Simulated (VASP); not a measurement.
**BP: single point with PBEsol**

The system is BP.

```
P B
1.0
     0.00000    2.31350    2.31350
     2.31350    0.00000    2.31350
     2.31350    2.31350    0.00000
P B
1 1
Cartesian
  3.4703 3.4703 3.4703
  0.0000 0.0000 0.0000
```

* Program: VASP 6.6.1
* Task: single point
* Functional: PBEsol
* Potentials or basis: VASP PAW PBE potentials, release 64 (P, B)
* Cutoff: 520 eV
* k mesh: 10 × 10 × 10
* Occupations: fermi-dirac, width 0.05 eV
* Spin: no spin polarisation
* Dipole correction: no
* Further INCAR settings: ALGO = Normal; EDIFF = 1e-06; NBANDS = 11

```
Pressure               : -10.3 GPa
Band gap on the k mesh : 1.20 eV, indirect (least direct gap 3.28 eV)
```

Levels at points of the mesh, in eV from the valence-band top:
| k point | band 1 | band 2 | band 3 | band 4 | band 5 | band 6 | band 7 | band 8 | band 9 |
| --- | --- | --- | --- | --- | --- | --- | --- | --- | --- |
| (0.00, 0.00, 0.00) | -14.99 | 0.00 | 0.00 | 0.00 | 3.28 | 3.28 | 3.28 | 6.48 | 10.86 |
| (0.50, 0.00, 0.00) | -11.85 | -8.69 | -1.69 | -1.69 | 3.39 | 4.61 | 4.61 | 9.73 | 14.08 |
| (0.50, 0.50, 0.00) | -10.41 | -8.30 | -3.94 | -3.94 | 1.33 | 1.57 | 11.56 | 11.56 | 14.45 |

Wall time 4.7 s on 1 thread of Intel(R) Xeon(R) Platinum 8488C (Sapphire Rapids), on a shared host, peak memory 0.13 GiB.

Caveat: the PAW data sets were made with another functional, which shifts forces and pressure a little. A k mesh can miss the band edges.
